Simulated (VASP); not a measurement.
# AlNi (Pm-3m) in VASP: a series of runs

The runs below take AlNi through single point, with PBEsol.

Everything below comes from runs of VASP 6.6.1. Logs are shortened: lines on timing, memory, paths and dates and some standing lists are left out, and cuts for length are marked.

### 1 The cell of the first run

It takes space group Pm-3m (No. 221, cubic). Conventional cell: a = 2.827 Å, b = 2.827 Å, c = 2.827 Å, α = 90.00°, β = 90.00°, γ = 90.00°. Within 3.2 Å of Al (site symmetry m-3m) lie 8 Ni at 2.45 Å and 6 Al at 2.83 Å. Ni (site symmetry m-3m) has 8 Al at 2.45 Å and 6 Ni at 2.83 Å within 3.2 Å.

### 2 Single point, PBEsol

Input file INCAR:

```
PREC = Accurate ; ENCUT = 520
EDIFF = 1E-6 ; ISMEAR = -1
SIGMA = 0.05 ; LREAL = F
LASPH = T ; NELM = 60
ALGO = Normal ; ISIF = 2
LWAVE = F ; LCHARG = F
GGA = PS ; NBANDS = 14
```

Input file KPOINTS:

```
Automatic mesh
0
Gamma
  16 16 16
```

Input file POSCAR:

```
AlNi
1.0
    2.8268679724      0.0000000000      0.0000000000
    0.0000000000      2.8268679724      0.0000000000
    0.0000000000      0.0000000000      2.8268679724
Al Ni
1 1
Direct
    0.0000000000      0.0000000000      0.0000000000
    0.5000000000      0.5000000000      0.5000000000
```

Potentials or basis: VASP PAW PBE potentials, release 64 (Al, Ni).

Started as:

```sh
$ cat potpaw_PBE.64/Al/POTCAR potpaw_PBE.64/Ni/POTCAR > POTCAR
$ mpirun -np 1 vasp_std > vasp.out
```

OUTCAR:

```text
PREC = Accurate
   ENCUT = 520
   EDIFF = 1E-6
   ISMEAR = -1
   LREAL = F
   LASPH = T
   NELM = 60
   ISIF = 2
   GGA = PS

 ion  position               nearest neighbor table
   1  0.000  0.000  0.000-   2 2.45   2 2.45   2 2.45   2 2.45   2 2.45   2 2.45   2 2.45   2 2.45

   2  0.500  0.500  0.500-   1 2.45   1 2.45   1 2.45   1 2.45   1 2.45   1 2.45   1 2.45   1 2.45

  LATTYP: Found a simple cubic cell.
 ALAT       =     2.8268679724

  Lattice vectors:

 A1 = (   2.8268679724,   0.0000000000,   0.0000000000)
 A2 = (   0.0000000000,   2.8268679724,   0.0000000000)
 A3 = (   0.0000000000,   0.0000000000,   2.8268679724)

Analysis of symmetry for initial positions (statically):
=====================================================================
 Subroutine PRICEL returns:
 Original cell was already a primitive cell.

 Routine SETGRP: Setting up the symmetry group for a
 simple cubic supercell.

 Subroutine GETGRP returns: Found 48 space group operations
 (whereof 48 operations were pure point group operations)
 out of a pool of 48 trial point group operations.

The static configuration has the point symmetry O_h .

Analysis of symmetry for dynamics (positions and initial velocities):
=====================================================================
 Subroutine PRICEL returns:
 Original cell was already a primitive cell.

 Routine SETGRP: Setting up the symmetry group for a
 simple cubic supercell.

 Subroutine GETGRP returns: Found 48 space group operations
 (whereof 48 operations were pure point group operations)
 out of a pool of 48 trial point group operations.

The dynamic configuration has the point symmetry O_h .

 Subroutine INISYM returns: Found 48 space group operations
 (whereof 48 operations are pure point group operations),
 and found     1 'primitive' translations

----------------------------------------------------------------------------------------

                                     Primitive cell

  volume of cell :      22.5900

  direct lattice vectors                    reciprocal lattice vectors
     2.826867972  0.000000000  0.000000000     0.353748392  0.000000000  0.000000000
     0.000000000  2.826867972  0.000000000     0.000000000  0.353748392  0.000000000
     0.000000000  0.000000000  2.826867972     0.000000000  0.000000000  0.353748392

  length of vectors
     2.826867972  2.826867972  2.826867972     0.353748392  0.353748392  0.353748392

  position of ions in fractional coordinates (direct lattice)
     0.000000000  0.000000000  0.000000000
     0.500000000  0.500000000  0.500000000

  ion indices of the primitive-cell ions
   primitive index   ion index
                 1           1
                 2           2

----------------------------------------------------------------------------------------

 KPOINTS: Automatic mesh

Automatic generation of k-mesh.
 Grid dimensions read from file:
 generate k-points for:   16   16   16

 Generating k-lattice:

  Cartesian coordinates                     Fractional coordinates (reciprocal lattice)
     0.022109275  0.000000000  0.000000000     0.062500000  0.000000000  0.000000000
     0.000000000  0.022109275  0.000000000     0.000000000  0.062500000  0.000000000
     0.000000000  0.000000000  0.022109275     0.000000000  0.000000000  0.062500000

  Length of vectors
     0.022109275  0.022109275  0.022109275

  Shift w.r.t. Gamma in fractional coordinates (k-lattice)
     0.000000000  0.000000000  0.000000000

 Subroutine IBZKPT returns following result:
 ===========================================

 Found    165 irreducible k-points:

 Following reciprocal coordinates:
            Coordinates               Weight
  0.000000  0.000000  0.000000      1.000000
  0.062500  0.000000  0.000000      6.000000
  0.125000  0.000000  0.000000      6.000000
  0.187500  0.000000  0.000000      6.000000
  0.250000  0.000000  0.000000      6.000000
  0.312500  0.000000  0.000000      6.000000
[... 16 lines left out ...]
  0.437500  0.125000  0.000000     24.000000
  0.500000  0.125000  0.000000     12.000000
 [... further k-points ...]
   k-points           NKPTS =    165   k-points in BZ     NKDIM =    165   number of bands    NBANDS=     14
   number of dos      NEDOS =    301   number of ions     NIONS =      2
   total plane-waves  NPLWV =  13824
   dimension x,y,z NGX =    24 NGY =   24 NGZ =   24
   dimension x,y,z NGXF=    48 NGYF=   48 NGZF=   48
   ions per type =               1   1
   NGX,Y,Z   is equivalent  to a cutoff of  14.11, 14.11, 14.11 a.u.
   NGXF,Y,Z  is equivalent  to a cutoff of  28.23, 28.23, 28.23 a.u.
 SYSTEM =  unknown system
   PREC   = accura    normal or accurate (medium, high low for compatibility)
   ISTART =      0    job   : 0-new  1-cont  2-samecut
   ICHARG =      2    charge: 1-file 2-atom 10-const
   ISPIN  =      1    spin polarized calculation?
   LNONCOLLINEAR =      F non collinear calculations
   LSORBIT =      F    spin-orbit coupling
   LASPH  =      T    aspherical Exc in radial PAW
   ENCUT  =  520.0 eV  38.22 Ry    6.18 a.u.   5.26  5.26  5.26*2*pi/ulx,y,z
   NELM   =     60;   NELMIN=  2; NELMDL= -5     # of ELM steps
   EDIFF  = 0.1E-05   stopping-criterion for ELM
   LREAL  =      F    real-space projection
   EDIFFG = 0.1E-04   stopping-criterion for IOM
   NSW    =      0    number of steps for IOM
   IBRION =     -1    ionic relax: 0-MD 1-quasi-New 2-CG
   NFREE  =      0    steps in history (QN), initial steepest desc. (CG)
   ISIF   =      2    stress and relaxation
   ISYM   =      2    0-nonsym 1-usesym 2-fastsym
   POTIM  = 0.5000    time-step for ionic-motion
   TEBEG  =    0.0;   TEEND  =   0.0 temperature during run
   PSTRESS=    0.0 pullay stress
   NELECT =      13.0000    total number of electrons
   NUPDOWN=      -1.0000    fix difference up-down
   EMIN   =  10.00;   EMAX   =-10.00  energy-range for DOS
   EFERMI =   0.00;   METHOD = LEGACY
   ISMEAR =    -1;   SIGMA  =   0.05  broadening in eV -4-tet -1-fermi 0-gaus
   EFERMI_NEDOS =   21; number of points for ismear=-14 and -15
   IALGO  =     38    algorithm
   IMIX   =      4    mixing-type and parameters
     AMIX     =   0.40;   BMIX     =  1.00
     AMIX_MAG =   1.60;   BMIX_MAG =  1.00
  volume/ion in A,a.u.               =      11.30        76.22
  Fermi-wavevector in a.u.,A,eV,Ry     =   1.361707  2.573254 25.228558  1.854247
  Thomas-Fermi vector in A             =   2.488260
   LORBIT       =      0    0 simple, 1 ext, 2 COOP (PROOUT), +10 PAW based schemes
   GGA     = PS    functional components
   LHFCALC =     F    Hartree Fock is set to
   AEXX    =    0.0000 exact exchange contribution
   IVDW    =     0    specifies the selected vdW correction
   LEPSILON=     F    determine dielectric tensor
   LRPA    =     F    only Hartree local field effects (RPA)
 non-spin polarized calculation
  energy-cutoff  :      520.00
  volume of cell :       22.59
 maximum number of plane-waves:       627
 NGX is ok and might be reduce to    24
   NGX = 11   NGY = 11   NGZ = 11

 number of electron      12.9999992 magnetization

 Free energy of the ion-electron system (eV)
  ---------------------------------------------------
  ext. energy  EPLUGINS =         0.00000000
  ---------------------------------------------------
  free energy    TOTEN  =       -11.57125594 eV

  energy without entropy =      -11.56512734  energy(sigma->0) =      -11.56819164

 E-fermi :  10.6671     XC(G=0): -12.4451

 val. band max:       10.6511172252   @ k =   0.5000   0.4375   0.3125
 cond. band min:      10.6747086895   @ k =   0.3750   0.3125   0.1250
 fundamental gap:      0.0235914644
 Fermi energy:        10.6670958497

 k-point     1 :       0.0000    0.0000    0.0000
  band No.  band energies     occupation
      1      -0.8880      2.00000
      2       7.1468      2.00000
      3       7.1468      2.00000
      4       9.0050      2.00000
      5       9.0050      2.00000
      6       9.0050      2.00000
      7      16.4093      0.00000
      8      16.4093      0.00000
      9      16.4093      0.00000
     10      18.9989      0.00000
     11      18.9989      0.00000
     12      25.4417      0.00000
     13      32.2365      0.00000
     14      32.2365      0.00000

 k-point     2 :       0.0625    0.0000    0.0000
  band No.  band energies     occupation
      1      -0.8130      2.00000
      2       7.1428      2.00000
      3       7.1654      2.00000
      4       8.9710      2.00000
      5       8.9710      2.00000
      6       9.0087      2.00000
      7      15.5829      0.00000
      8      16.5085      0.00000
      9      16.5085      0.00000
     10      18.9998      0.00000
     11      19.7611      0.00000
     12      25.6900      0.00000
     13      31.3552      0.00000
     14      31.3552      0.00000

 k-point     3 :       0.1250    0.0000    0.0000
  band No.  band energies     occupation
      1      -0.5890      2.00000
      2       7.1168      2.00000
      3       7.2186      2.00000
      4       8.8770      2.00000
      5       8.8770      2.00000
      6       9.0192      2.00000
      7      14.1570      0.00000
      8      16.7983      0.00000
      9      16.7983      0.00000
     10      19.0024      0.00000
     11      20.9673      0.00000
     12      26.4698      0.00000
     13      29.8349      0.00000
     14      29.8349      0.00000
[... 324 lines left out ...]
 k-point    23 :       0.4375    0.1250    0.0000
  band No.  band energies     occupation
      1       2.8382      2.00000
      2       4.7488      2.00000
      3       7.6991      2.00000
      4       8.1970      2.00000
      5       8.2950      2.00000
      6       8.9881      2.00000
      7      10.0581      1.99999
      8      17.3758      0.00000
      9      19.2422      0.00000
     10      20.7058      0.00000
     11      22.4344      0.00000
     12      23.0536      0.00000
     13      26.4842      0.00000
     14      27.4100      0.00000

 k-point    24 :       0.5000    0.1250    0.0000
  band No.  band energies     occupation
      1       3.7086      2.00000
      2       3.8498      2.00000
      3       7.7310      2.00000
      4       8.1731      2.00000
      5       8.2704      2.00000
      6       8.9923      2.00000
      7       9.9816      2.00000
      8      17.8205      0.00000
      9      18.8137      0.00000
     10      21.4025      0.00000
     11      22.2630      0.00000
     12      22.3630      0.00000
     13      26.6490      0.00000
     14      27.3601      0.00000

 [... further k-points ...]
[... 5 lines left out ...]
  --------------------------------------------------------------------------------------
  -------------------------------------------------------------------------------------
  Total        1.0117879      1.0117879      1.0117879     -0.0000000      0.0000000     -0.0000000
  in kB       71.7601781     71.7601781     71.7601781     -0.0000000      0.0000000     -0.0000000
  external PRESSURE =      71.7601781 kB  Pullay stress =       0.0000000 kB

 VOLUME and BASIS-vectors are now :
 -----------------------------------------------------------------------------
  energy-cutoff  :      520.00
  volume of cell :       22.59
      direct lattice vectors                 reciprocal lattice vectors
     2.826867972  0.000000000  0.000000000     0.353748392  0.000000000  0.000000000
     0.000000000  2.826867972  0.000000000     0.000000000  0.353748392  0.000000000
     0.000000000  0.000000000  2.826867972     0.000000000  0.000000000  0.353748392

 POSITION                                       TOTAL-FORCE (eV/Angst)
 -----------------------------------------------------------------------------------
      0.00000      0.00000      0.00000         0.000000      0.000000      0.000000
      1.41343      1.41343      1.41343         0.000000      0.000000      0.000000
 -----------------------------------------------------------------------------------
    total drift:                                0.000000      0.000000     -0.000000

  FREE ENERGIE OF THE ION-ELECTRON SYSTEM (eV)
  ---------------------------------------------------
  free  energy   TOTEN  =       -11.5712559381 eV

  energy  without entropy=      -11.5651273423  energy(sigma->0) =      -11.56819164
```

It took 1.7 min on 1 thread of AMD EPYC 7R13, shared host; peak memory 0.15 GiB.

What came out:

```
Free energy : -11.5713 eV
Pressure    : 7.2 GPa
```

Levels at points of the mesh, in eV from the Fermi level:
```csv
k point,band 5,band 6,band 7,band 8,band 9,band 10
"(0.00, 0.00, 0.00)",-1.66,-1.66,5.74,5.74,5.74,8.33
"(0.50, 0.00, 0.00)",-2.42,-1.56,-0.68,8.36,10.27,10.27
"(0.50, 0.50, 0.00)",-2.25,-2.25,-1.09,1.57,2.78,12.93
"(0.50, 0.50, 0.50)",-1.06,1.93,1.93,1.93,4.24,4.73
```

Caveat: the PAW data sets were made with another functional, which shifts forces and pressure a little.

### 3 Single point, PBEsol

This run uses another cell than the first one, of 11.59 Å³/atom, 1.026 times its volume.

Input file INCAR:

```
  PREC = Accurate
  ENCUT = 520
  EDIFF = 1E-6
  ISMEAR = -1
  SIGMA = 0.05
  LREAL = False
  LASPH = True
  NELM = 100
  ALGO = Normal
  ISIF = 2
  LWAVE = False
  LCHARG = False
  GGA = PS
  NBANDS = 14
```

Input file KPOINTS:

```
regular mesh
0
Gamma
  16 16 16
```

Input file POSCAR:

```
AlNi
1.0
    2.8513731492      0.0000000000      0.0000000000
    0.0000000000      2.8513731492      0.0000000000
    0.0000000000      0.0000000000      2.8513731492
Al Ni
1 1
Direct
    0.0000000000      0.0000000000      0.0000000000
    0.5000000000      0.5000000000      0.5000000000
```

Potentials or basis: VASP PAW PBE potentials, release 64 (Al, Ni).

Started as:

```sh
$ cat potpaw_PBE.64/Al/POTCAR potpaw_PBE.64/Ni/POTCAR > POTCAR
$ mpirun -np 1 vasp_std > vasp.out
```

It took 1.7 min on 1 thread of AMD EPYC 7R13, shared host; peak memory 0.15 GiB.

It converged, with:

* Free energy: -11.5883 eV
* Pressure: 2.2 GPa

Levels at points of the mesh, in eV from the Fermi level:
```tsv
k point	band 3	band 4	band 5	band 6	band 7	band 8	band 9	band 10	band 11	band 12
(0.00, 0.00, 0.00)	-3.39	-1.61	-1.61	-1.61	5.63	5.63	5.63	8.24	8.24	14.29
(0.50, 0.00, 0.00)	-2.89	-2.34	-2.34	-1.51	-0.66	8.33	10.14	10.14	11.21	11.21
(0.50, 0.50, 0.00)	-2.97	-2.97	-2.17	-2.17	-1.06	1.52	2.65	12.63	15.37	15.37
(0.50, 0.50, 0.50)	-4.25	-1.02	-1.02	1.95	1.95	1.95	4.00	4.61	4.61	4.61
```

Caveat: the PAW data sets were made with another functional, which shifts forces and pressure a little.

(Continued in part 2 of 2.)
